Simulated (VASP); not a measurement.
Wanted: the native input for a VASP 6.6.1 run.

- Task: single point
- Functional: r2SCAN
- Potentials or basis: VASP PAW PBE potentials, release 64 (Sn_d, Te)
- Cutoff: 520 eV
- k mesh: 12 × 12 × 12
- Occupations: gaussian, width 0.01 eV
- Spin: no spin polarisation
- Dipole correction: no
- Further INCAR settings: ALGO = Normal; EDIFF = 1e-07; NBANDS = 17

SnTe:

```
Sn Te
1.0
     0.05211    3.22798    3.22798
     3.22798    0.05211    3.22798
     3.22798    3.22798    0.05211
Sn Te
1 1
Direct
  0.00000 0.00000 0.00000
  0.50000 0.50000 0.50000
```

The input as run:

POSCAR

```
SnTe
1.0
    0.0521066031      3.2279845634      3.2279845634
    3.2279845634      0.0521066031      3.2279845634
    3.2279845634      3.2279845634      0.0521066031
Sn Te
1 1
Direct
    0.0000000000      0.0000000000      0.0000000000
    0.5000000000      0.5000000000      0.5000000000
```

INCAR.step1

```
SYSTEM = SnTe
PREC = Accurate ; ENCUT = 520
ISMEAR = 0 ; SIGMA = 0.01
LREAL = .FALSE. ; LASPH = .TRUE.
NELM = 100 ; NBANDS = 17
GGA = PE ; ALGO = Normal
EDIFF = 1E-4 ; LWAVE = .TRUE.
LCHARG = .FALSE.
```

INCAR.step2

```
SYSTEM = SnTe
PREC = Accurate ; ENCUT = 520
EDIFF = 1E-7 ; ISMEAR = 0
SIGMA = 0.01 ; LREAL = .FALSE.
LASPH = .TRUE. ; NELM = 100
ALGO = Normal ; ISIF = 2
LWAVE = .FALSE. ; LCHARG = .TRUE.
METAGGA = R2SCAN ; LMIXTAU = .TRUE.
LELF = .TRUE. ; LVHAR = .TRUE.
NBANDS = 17 ; ISTART = 1
```

KPOINTS

```
Automatic mesh
0
G
  12 12 12
  0 0 0
```

Potentials or basis: VASP PAW PBE potentials, release 64 (Sn_d, Te).

Command:

```console
$ cat potpaw_PBE.64/Sn_d/POTCAR potpaw_PBE.64/Te/POTCAR > POTCAR
$ cp INCAR.step1 INCAR
$ mpirun -np 1 vasp_std > vasp.out
$ cp INCAR.step2 INCAR
$ mpirun -np 1 vasp_std > vasp.out
```

Results of the run:

```
Pressure               : -0.7 GPa
Band gap on the k mesh : zero (band 10 reaches 6.52 eV, above the bottom of band 11 at 6.48 eV)
```

Caveat: the PAW data sets were made with another functional, which shifts forces and pressure a little; spin-orbit coupling is left out, which moves the levels of the heavy elements.

It took 25 min on 1 thread of AMD EPYC 7R43 64-Core Processor (Zen 3), with other jobs on the host, peak memory 0.34 GiB.
